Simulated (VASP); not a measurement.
# Ni (Fm-3m) in VASP: single point with PBE

Aim: the single point of Ni with PBE.

All numbers are computed with VASP 6.6.1; they aren't measurements. Logs are shortened: lines on timing, memory, paths and dates and some standing lists are left out, and cuts for length are marked.

### Step 1. The cell of the first run

Symmetry: Fm-3m, No. 225, cubic system. The conventional cell has a = 3.517 Å, b = 3.517 Å, c = 3.517 Å, α = 90.00°, β = 90.00°, γ = 90.00°. Within 3.3 Å of Ni (site symmetry m-3m) lie 12 Ni at 2.49 Å.

### Step 2. Single point, PBE, collinear spin, ferromagnetic start

Input file INCAR:

```
SYSTEM = Ni
ALGO = Normal
EDIFF = 1E-6
ENCUT = 520
GGA = PE
ISIF = 2
ISMEAR = -1
ISPIN = 2
ISYM = 0
LASPH = .True.
LCHARG = .False.
LMAXMIX = 4
LORBIT = 11
LREAL = .False.
LWAVE = .False.
MAGMOM = 2 2
NBANDS = 21
NELM = 150
PREC = Accurate
SIGMA = 0.05
```

Input file KPOINTS:

```
k-points
0
Gamma
  8 13 11
  0 0 0
```

Input file POSCAR:

```
Ni
1.0
   -1.7585000000     -3.5170000000     -1.7585000000
   -1.7585000000      0.0000000000     -1.7585000000
    1.7585000000      0.0000000000     -1.7585000000
Ni
2
Direct
    0.0000000000      0.0000000000      0.0000000000
    0.5000000000      0.0000000000      0.5000000000
```

Potentials or basis: VASP PAW PBE potentials, release 64 (Ni).

The run is started by

```
> cat potpaw_PBE.64/Ni/POTCAR > POTCAR
> mpirun -np 1 vasp_std > vasp.out
```

OUTCAR:

```text
SYSTEM = Ni
   EDIFF = 1E-6
   ENCUT = 520
   GGA = PE
   ISIF = 2
   ISMEAR = -1
   ISPIN = 2
   ISYM = 0
   LASPH = .True.
   LORBIT = 11
   LREAL = .False.
   NELM = 150
   PREC = Accurate

 ion  position               nearest neighbor table
   1  0.000  0.000  0.000-   2 2.49   2 2.49   2 2.49   2 2.49   2 2.49   2 2.49   2 2.49   2 2.49

   2  0.500  0.000  0.500-   1 2.49   1 2.49   1 2.49   1 2.49   1 2.49   1 2.49   1 2.49   1 2.49

IMPORTANT INFORMATION: All symmetrisations will be switched off!
NOSYMM: (Re-)initialisation of all symmetry stuff for point group C_1.

----------------------------------------------------------------------------------------

                                     Primitive cell

  volume of cell :      21.7514

  direct lattice vectors                    reciprocal lattice vectors
    -1.758500000 -3.517000000 -1.758500000     0.000000000 -0.284333239  0.000000000
    -1.758500000  0.000000000 -1.758500000    -0.284333239  0.284333239 -0.284333239
     1.758500000  0.000000000 -1.758500000     0.284333239  0.000000000 -0.284333239

  length of vectors
     4.307427713  2.486894549  2.486894549     0.284333239  0.492479615  0.402107922

  position of ions in fractional coordinates (direct lattice)
     0.000000000  0.000000000  0.000000000
     0.500000000  0.000000000  0.500000000

  ion indices of the primitive-cell ions
   primitive index   ion index
                 1           1
                 2           2

----------------------------------------------------------------------------------------

 KPOINTS: k-points

Automatic generation of k-mesh.
 Grid dimensions read from file:
 generate k-points for:    8   13   11

 Generating k-lattice:

  Cartesian coordinates                     Fractional coordinates (reciprocal lattice)
     0.000000000 -0.035541655  0.000000000     0.125000000  0.000000000  0.000000000
    -0.021871788  0.021871788 -0.021871788     0.000000000  0.076923077  0.000000000
     0.025848476  0.000000000 -0.025848476     0.000000000  0.000000000  0.090909091

  Length of vectors
     0.035541655  0.037883047  0.036555266

  Shift w.r.t. Gamma in fractional coordinates (k-lattice)
     0.000000000  0.000000000  0.000000000

 -----------------------------------------------------------------------------
|                                                                             |
|           W    W    AA    RRRRR   N    N  II  N    N   GGGG   !!!           |
|           W    W   A  A   R    R  NN   N  II  NN   N  G    G  !!!           |
|           W    W  A    A  R    R  N N  N  II  N N  N  G       !!!           |
|           W WW W  AAAAAA  RRRRR   N  N N  II  N  N N  G  GGG   !            |
|           WW  WW  A    A  R   R   N   NN  II  N   NN  G    G                |
|           W    W  A    A  R    R  N    N  II  N    N   GGGG   !!!           |
|                                                                             |
|     Your reciprocal lattice and k-lattice belong to different lattice       |
|     classes:                                                                |
|                                                                             |
|        The reciprocal lattice is simple tetragonal,                         |
|        whereas your k-lattice is simple monoclinic.                         |
|                                                                             |
|     Results are often still useful ...                                      |
|                                                                             |
 -----------------------------------------------------------------------------

 WARNING: IBZKPT: internal override: KBLOWUP is changed to .FALSE.
      ... skipping the blow-up phase ...

 Subroutine IBZKPT returns following result:
 ===========================================

 Found    573 irreducible k-points:

 Following reciprocal coordinates:
            Coordinates               Weight
  0.000000  0.000000  0.000000      1.000000
  0.125000  0.000000  0.000000      2.000000
  0.250000  0.000000  0.000000      2.000000
  0.375000  0.000000  0.000000      2.000000
  0.500000  0.000000  0.000000      1.000000
  0.000000  0.076923  0.000000      2.000000
[... 16 lines left out ...]
  0.125000  0.230769  0.000000      2.000000
  0.250000  0.230769  0.000000      2.000000
 [... further k-points ...]
   k-points           NKPTS =    573   k-points in BZ     NKDIM =    573   number of bands    NBANDS=     21
   number of dos      NEDOS =    301   number of ions     NIONS =      2
   total plane-waves  NPLWV =  10368
   dimension x,y,z NGX =    32 NGY =   18 NGZ =   18
   dimension x,y,z NGXF=    64 NGYF=   36 NGZF=   36
   ions per type =               2
   NGX,Y,Z   is equivalent  to a cutoff of  12.35, 12.03, 12.03 a.u.
   NGXF,Y,Z  is equivalent  to a cutoff of  24.70, 24.07, 24.07 a.u.
 SYSTEM =  Ni
   PREC   = accura    normal or accurate (medium, high low for compatibility)
   ISTART =      0    job   : 0-new  1-cont  2-samecut
   ICHARG =      2    charge: 1-file 2-atom 10-const
   ISPIN  =      2    spin polarized calculation?
   LNONCOLLINEAR =      F non collinear calculations
   LSORBIT =      F    spin-orbit coupling
   LASPH  =      T    aspherical Exc in radial PAW
   ENCUT  =  520.0 eV  38.22 Ry    6.18 a.u.   8.01  4.62  4.62*2*pi/ulx,y,z
   NELM   =    150;   NELMIN=  2; NELMDL= -5     # of ELM steps
   EDIFF  = 0.1E-05   stopping-criterion for ELM
   LREAL  =      F    real-space projection
   EDIFFG = 0.1E-04   stopping-criterion for IOM
   NSW    =      0    number of steps for IOM
   IBRION =     -1    ionic relax: 0-MD 1-quasi-New 2-CG
   NFREE  =      0    steps in history (QN), initial steepest desc. (CG)
   ISIF   =      2    stress and relaxation
   ISYM   =      0    0-nonsym 1-usesym 2-fastsym
   POTIM  = 0.5000    time-step for ionic-motion
   TEBEG  =    0.0;   TEEND  =   0.0 temperature during run
   PSTRESS=    0.0 pullay stress
   NELECT =      20.0000    total number of electrons
   NUPDOWN=      -1.0000    fix difference up-down
   EMIN   =  10.00;   EMAX   =-10.00  energy-range for DOS
   EFERMI =   0.00;   METHOD = LEGACY
   ISMEAR =    -1;   SIGMA  =   0.05  broadening in eV -4-tet -1-fermi 0-gaus
   EFERMI_NEDOS =   21; number of points for ismear=-14 and -15
   IALGO  =     38    algorithm
   IMIX   =      4    mixing-type and parameters
     AMIX     =   0.40;   BMIX     =  1.00
     AMIX_MAG =   1.60;   BMIX_MAG =  1.00
  volume/ion in A,a.u.               =      10.88        73.39
  Fermi-wavevector in a.u.,A,eV,Ry     =   1.591924  3.008301 34.480204  2.534224
  Thomas-Fermi vector in A             =   2.690389
   LORBIT       =     11    0 simple, 1 ext, 2 COOP (PROOUT), +10 PAW based schemes
   GGA     = PE    functional components
   LHFCALC =     F    Hartree Fock is set to
   AEXX    =    0.0000 exact exchange contribution
   IVDW    =     0    specifies the selected vdW correction
   LEPSILON=     F    determine dielectric tensor
   LRPA    =     F    only Hartree local field effects (RPA)
 spin polarized calculation
  energy-cutoff  :      520.00
  volume of cell :       21.75
 maximum number of plane-waves:       606
   NGX = 15   NGY =  9   NGZ =  9

 number of electron      20.0000023 magnetization       1.2394944

 Free energy of the ion-electron system (eV)
  ---------------------------------------------------
  ext. energy  EPLUGINS =         0.00000000
  ---------------------------------------------------
  free energy    TOTEN  =       -10.95607178 eV

  energy without entropy =      -10.92814130  energy(sigma->0) =      -10.94210654

 E-fermi :   9.3785     XC(G=0): -13.2580

 val. band max:        9.3784389199   @ k =   0.5000   0.4615   0.2727
 cond. band min:       9.3807473288   @ k =   0.5000   0.1538   0.3636
 fundamental gap:      0.0023084089
 Fermi energy:         9.3785193784

 spin component 1

 k-point     1 :       0.0000    0.0000    0.0000
  band No.  band energies     occupation
      1       0.3686      1.00000
      2       4.7329      1.00000
      3       5.1867      1.00000
      4       6.9479      1.00000
      5       6.9480      1.00000
      6       6.9505      1.00000
[... 13 lines left out ...]
     20      36.9722      0.00000
     21      36.9728      0.00000

 k-point     2 :       0.1250    0.0000    0.0000
  band No.  band energies     occupation
      1       0.5723      1.00000
      2       4.7440      1.00000
      3       5.2488      1.00000
      4       6.8769      1.00000
      5       7.0048      1.00000
      6       7.0055      1.00000
[... 13 lines left out ...]
     20      35.4428      0.00000
     21      36.0364      0.00000

 k-point     3 :       0.2500    0.0000    0.0000
  band No.  band energies     occupation
      1       1.1700      1.00000
      2       4.6875      1.00000
      3       5.4275      1.00000
      4       6.6726      1.00000
      5       7.1721      1.00000
      6       7.1728      1.00000
[... 13 lines left out ...]
     20      33.0814      0.00000
     21      34.2519      0.00000
[... 457 lines left out ...]
 k-point    23 :       0.1250    0.2308    0.0000
  band No.  band energies     occupation
      1       1.8367      1.00000
      2       5.3402      1.00000
      3       5.6477      1.00000
      4       6.6289      1.00000
      5       7.1799      1.00000
      6       7.2011      1.00000
[... 13 lines left out ...]
     20      37.4183      0.00000
     21      39.3347      0.00000

 k-point    24 :       0.2500    0.2308    0.0000
  band No.  band energies     occupation
      1       1.7123      1.00000
      2       5.3351      1.00000
      3       5.6071      1.00000
      4       6.6223      1.00000
      5       7.1821      1.00000
      6       7.2192      1.00000
[... 13 lines left out ...]
     20      38.3579      0.00000
     21      38.6456      0.00000

 [... further k-points ...]

 spin component 2

 k-point     1 :       0.0000    0.0000    0.0000
  band No.  band energies     occupation
      1       0.3343      1.00000
      2       5.0732      1.00000
      3       5.7955      1.00000
      4       7.6930      1.00000
      5       7.6954      1.00000
      6       7.6955      1.00000
[... 13 lines left out ...]
     20      36.9541      0.00000
     21      36.9542      0.00000

 k-point     2 :       0.1250    0.0000    0.0000
  band No.  band energies     occupation
      1       0.5382      1.00000
      2       5.0662      1.00000
      3       5.8617      1.00000
      4       7.6148      1.00000
      5       7.7533      1.00000
      6       7.7541      1.00000
[... 13 lines left out ...]
     20      35.4821      0.00000
     21      35.9948      0.00000

 k-point     3 :       0.2500    0.0000    0.0000
  band No.  band energies     occupation
      1       1.1371      1.00000
      2       4.9355      1.00000
      3       6.0526      1.00000
      4       7.3930      1.00000
      5       7.9267      1.00000
      6       7.9275      1.00000
[... 13 lines left out ...]
     20      33.1534      0.00000
     21      34.1865      0.00000
[... 457 lines left out ...]
 k-point    23 :       0.1250    0.2308    0.0000
  band No.  band energies     occupation
      1       1.8103      1.00000
      2       5.7392      1.00000
      3       6.1938      1.00000
      4       7.3255      1.00000
      5       7.8877      1.00000
      6       7.9352      1.00000
[... 13 lines left out ...]
     20      37.4625      0.00000
     21      39.2961      0.00000

 k-point    24 :       0.2500    0.2308    0.0000
  band No.  band energies     occupation
      1       1.6834      1.00000
      2       5.7321      1.00000
      3       6.1643      1.00000
      4       7.3275      1.00000
      5       7.8901      1.00000
      6       7.9803      1.00000
[... 13 lines left out ...]
     20      38.3267      0.00000
     21      38.6116      0.00000

 [... further k-points ...]

------------------------ aborting loop because EDIFF is reached ----------------------------------------

  FORCE on cell =-STRESS in cart. coord.  units (eV):
  Direction    XX          YY          ZZ          XY          YZ          ZX
  --------------------------------------------------------------------------------------
  -------------------------------------------------------------------------------------
  Total        0.0058917      0.0276686      0.0058878     -0.0025791     -0.0025790      0.0014409
  in kB        0.4339717      2.0380278      0.4336901     -0.1899729     -0.1899688      0.1061315
  external PRESSURE =       0.9685632 kB  Pullay stress =       0.0000000 kB

 VOLUME and BASIS-vectors are now :
 -----------------------------------------------------------------------------
  energy-cutoff  :      520.00
  volume of cell :       21.75
      direct lattice vectors                 reciprocal lattice vectors
    -1.758500000 -3.517000000 -1.758500000     0.000000000 -0.284333239  0.000000000
    -1.758500000  0.000000000 -1.758500000    -0.284333239  0.284333239 -0.284333239
     1.758500000  0.000000000 -1.758500000     0.284333239  0.000000000 -0.284333239

 POSITION                                       TOTAL-FORCE (eV/Angst)
 -----------------------------------------------------------------------------------
      0.00000      0.00000      0.00000         0.000000      0.000000     -0.000000
      0.00000     -1.75850     -1.75850        -0.000000     -0.000000      0.000000
 -----------------------------------------------------------------------------------
    total drift:                               -0.000000     -0.000000      0.000000

  FREE ENERGIE OF THE ION-ELECTRON SYSTEM (eV)
  ---------------------------------------------------
  free  energy   TOTEN  =       -10.9560717779 eV

  energy  without entropy=      -10.9281412955  energy(sigma->0) =      -10.94210654

 total charge

# of ion       s       p       d       tot
------------------------------------------
    1        0.498   0.498   8.314   9.310
    2        0.498   0.498   8.314   9.310
--------------------------------------------------
tot          0.995   0.997  16.629  18.621

 magnetization (x)

# of ion       s       p       d       tot
------------------------------------------
    1       -0.007  -0.025   0.663   0.632
    2       -0.007  -0.025   0.663   0.632
--------------------------------------------------
tot         -0.013  -0.049   1.325   1.263
```

Run time: 3.1 min. Hardware: 1 thread of Intel Xeon Platinum 8488C (Sapphire Rapids), shared host; peak memory 0.43 GiB.

What came out:

| Quantity | Value |
| --- | --- |
| Free energy | -10.9561 eV |
| Pressure | 0.1 GPa |
| Net moment | 1.24 μB per cell |
| Site moments | Ni +0.63 μB |
| Valence electrons inside the program's atomic spheres | Ni 9.31 |
